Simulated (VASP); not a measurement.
Set up this calculation in VASP 6.6.1, as the native input.

```yaml
Task: single point
Functional: PBEsol
Potentials_or_basis: VASP PAW PBE potentials, release 64 (Zr_sv, C)
Cutoff: 520 eV
k_mesh: 2 × 2 × 2, shifted
Occupations: gaussian, width 0.1 eV
Spin: no spin polarisation
Dipole_correction: no
Further_INCAR_settings: LREAL = Auto; ALGO = Normal; EDIFF = 1e-06; NBANDS = 78; ISYM = 0
```

The structure of ZrC lies in POSCAR:

```
ZrC
1.0
    0.0000000000     -4.7004200000     -4.7004200000
   -4.7004200000     -4.7004200000      0.0000000000
   -4.7004200000      0.0000000000     -4.7004200000
Zr C
8 8
Direct
    0.2500000000      0.2500000000      0.2500000000
    0.2500000000      0.7500000000      0.2500000000
    0.2500000000      0.2500000000      0.7500000000
    0.2500000000      0.7500000000      0.7500000000
    0.7500000000      0.2500000000      0.2500000000
    0.7500000000      0.7500000000      0.2500000000
    0.7500000000      0.2500000000      0.7500000000
    0.7500000000      0.7500000000      0.7500000000
    0.5000000000      0.5000000000      0.5000000000
    0.5000000000      0.0000000000      0.5000000000
    0.5000000000      0.5000000000      0.0000000000
    0.5000000000      0.0000000000      0.0000000000
    0.0000000000      0.5000000000      0.5000000000
    0.0000000000      0.0000000000      0.5000000000
    0.0000000000      0.5000000000      0.0000000000
    0.0000000000      0.0000000000      0.0000000000
```

The input as run:

INCAR

```
SYSTEM = ZrC
ALGO     = Normal         ! electronic algorithm
EDIFF    = 1E-6           ! SCF threshold, eV
ENCUT    = 520            ! plane-wave cutoff, eV
GGA      = PS             ! functional
ISIF     = 2              ! what is computed and relaxed
ISMEAR   = 0              ! smearing method
ISYM     = 0            
LASPH    = .TRUE.         ! aspherical terms in the spheres
LCHARG   = .FALSE.        ! write CHGCAR
LREAL    = Auto         
LWAVE    = .FALSE.        ! write WAVECAR
NBANDS   = 78             ! bands
NELM     = 100            ! most SCF steps
PREC     = Accurate       ! precision mode
SIGMA    = 0.1            ! smearing width, eV
```

KPOINTS

```
Automatic mesh
0
Gamma
  2 2 2
  0.5 0.5 0.5
```

Potentials or basis: VASP PAW PBE potentials, release 64 (Zr_sv, C).

Run with:

```bash
$ cat potpaw_PBE.64/Zr_sv/POTCAR potpaw_PBE.64/C/POTCAR > POTCAR
$ mpirun -np 1 vasp_std > vasp.out
```

Results of the run:

The pressure is -4.0 GPa and the band gap on the k mesh is 0.76 eV.

Caveat: the k points lie up to 0.58 Å⁻¹ apart; the PAW data sets were made with another functional, which shifts forces and pressure a little; a shifted mesh leaves out Γ, where band edges can lie.

Run time: 9 min on 1 thread of Intel(R) Xeon(R) Platinum 8259CL CPU @ 2.50GHz (Skylake/Cascade Lake) (shared host), peak memory 0.42 GiB.
